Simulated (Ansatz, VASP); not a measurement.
Given: the input of a run of Ansatz 0.2.0 on Pb.

Contents of input.yaml:

```yaml
crystal:
  lattice:
    - [3.4928246563, 0.0, 0.0]
    - [-1.7464123282, 3.0248748834, 0.0]
    - [0.0, 0.0, 23.5556381691]
  atoms:
    - { symbol: Pb, position: [0.6666666667, 0.3333333333, 0.3183951097] }
    - { symbol: Pb, position: [0.3333333333, 0.6666666667, 0.4394650366] }
    - { symbol: Pb, position: [0.0, 0.0, 0.5605349634] }
    - { symbol: Pb, position: [0.6666666667, 0.3333333333, 0.6816048903] }
kpoints:
  mp_grid: { grid: [9, 9, 1] }
scf:
  occupations: { method: fermi_dirac, width: 0.05 }
hamiltonian:
  xc: pbesol
  pseudopotentials: { kind: all_electron, lapw: { basis_error: 0.002 } }
output:
  forces: true
  stress: true
  eigenvalues: true
```

Potentials or basis: all-electron LAPW, scalar-relativistic.

Launch:

```bash
$ ansatz run input.yaml --threads 4 --pin off --max-ram 14336MiB --backend cpu --events-out ev --progress --plain --runs-dir out
```

Question: Set up the same calculation for VASP 6.6.1. Potentials there: VASP PAW PBE potentials, release 64 (Pb_d).

Answer: As run (the cutoff follows the program's own potentials):

Contents of INCAR:

```
  PREC = Accurate
  ENCUT = 520
  EDIFF = 1E-6
  ISMEAR = -1
  SIGMA = 0.05
  LREAL = F
  LASPH = T
  NELM = 100
  ALGO = Normal
  ISIF = 2
  LWAVE = F
  LCHARG = T
  GGA = PS
  LELF = T
  LVHAR = T
  NBANDS = 36
```

KPOINTS

```
Automatic mesh
0
Gamma
  9 9 1
```

POSCAR

```
Pb
1.0
    3.4928246563      0.0000000000      0.0000000000
   -1.7464123282      3.0248748834      0.0000000000
    0.0000000000      0.0000000000     23.5556381691
Pb
4
Direct
    0.6666666667      0.3333333333      0.3183951097
    0.3333333333      0.6666666667      0.4394650366
    0.0000000000      0.0000000000      0.5605349634
    0.6666666667      0.3333333333      0.6816048903
```

Potentials or basis: VASP PAW PBE potentials, release 64 (Pb_d).

The run is started by

```bash
$ cat potpaw_PBE.64/Pb_d/POTCAR > POTCAR
$ mpirun -np 1 vasp_std > vasp.out
```

Both were run:

|  | VASP | Ansatz | Ansatz less VASP |
| --- | --- | --- | --- |
| gap on the k mesh at the Fermi level (eV) | none | none | - |
| rms of the force components (eV/Å) | 0.161 | 0.161 | +0.0007 |

VASP's potentials were made for PBE, not for PBEsol. Atom by atom the forces differ by 0.001 eV/Å (rms over components). A gap of «none» marks a metal or a gap that the smearing closes. Ansatz ran all-electron here, and VASP with PAW potentials.

Neither program's run includes spin-orbit coupling.
